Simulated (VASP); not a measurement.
A run of VASP 6.6.1 is set up as follows.

File INCAR:

```
PREC = Accurate ; ENCUT = 520
EDIFF = 1E-6 ; ISMEAR = 0
SIGMA = 0.1 ; LREAL = F
LASPH = T ; NELM = 60
ALGO = Normal ; ISIF = 2
LWAVE = F ; LCHARG = F
GGA = PS ; NBANDS = 16
```

Contents of KPOINTS:

```
Automatic mesh
0
Gamma
  15 15 15
```

POSCAR

```
WC
1.0
    2.8987463378      0.0000000000      0.0000000000
   -1.4493731689      2.5103879677      0.0000000000
    0.0000000000      0.0000000000      2.8268408470
W C
1 1
Direct
    0.0000000000      0.0000000000      0.0000000000
    0.3333333333      0.6666666667      0.5000000000
```

Potentials or basis: VASP PAW PBE potentials, release 64 (W_sv, C).

The run is started by

```bash
$ cat potpaw_PBE.64/W_sv/POTCAR potpaw_PBE.64/C/POTCAR > POTCAR
$ mpirun -np 1 vasp_std > vasp.out
```

Q: What does it give for the pressure?

A: 1.3 GPa.

Q: Predict the band gap on the k mesh.

A: Zero (bands 9 and 10 overlap by 1.20 eV).

Stress tensor (GPa, compression positive):
```
1.15 0.00 0.00
0.00 1.15 0.00
0.00 0.00 1.50
```

Caveat: the PAW data sets were made with another functional, which shifts forces and pressure a little; spin-orbit coupling is left out, which moves the levels of the heavy elements.
